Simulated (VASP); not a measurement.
Write the native input for VASP 6.6.1 that does the following.

* Task: single point
* Functional: BLYP
* Potentials or basis: VASP PAW PBE potentials, release 64 (Be)
* Cutoff: 520 eV
* k mesh: 19 × 19 × 19
* Occupations: fermi-dirac, width 0.1 eV
* Spin: no spin polarisation
* Dipole correction: no
* Further INCAR settings: ALGO = Normal; EDIFF = 1e-06; NBANDS = 7

The structure of Be lies in POSCAR:

```
Be
1.0
    0.0000000000      1.5141684830      1.5141684830
    1.5141684830      0.0000000000      1.5141684830
    1.5141684830      1.5141684830      0.0000000000
Be
1
Direct
    0.0000000000      0.0000000000      0.0000000000
```

This cell differs from its parent crystal: volume scaled by 0.88.

The input as run:

INCAR

```
PREC = Accurate
ENCUT = 520
EDIFF = 1E-6
ISMEAR = -1
SIGMA = 0.1
LREAL = F
LASPH = T
NELM = 80
ALGO = Normal
ISIF = 2
LWAVE = F
LCHARG = F
GGA = B5
ALDAX = 1.0
AGGAX = 1.0
AGGAC = 1.0
ALDAC = 0.0
NBANDS = 7
```

KPOINTS

```
Automatic mesh
0
Gamma
  19 19 19
```

Potentials or basis: VASP PAW PBE potentials, release 64 (Be).

Launch:

```bash
$ cat potpaw_PBE.64/Be/POTCAR > POTCAR
$ mpirun -np 1 vasp_std > vasp.out
```

Results of the run:

```
Pressure               : 19.0 GPa
Band gap on the k mesh : zero (band 1 reaches 9.73 eV, above the bottom of band 2 at 9.12 eV)
```

Caveat: the PAW data sets were made with another functional, which shifts forces and pressure a little.

Run time: 14 s on 1 thread of AMD EPYC 7R13 Processor (Zen 3) (shared host), peak memory 0.08 GiB.
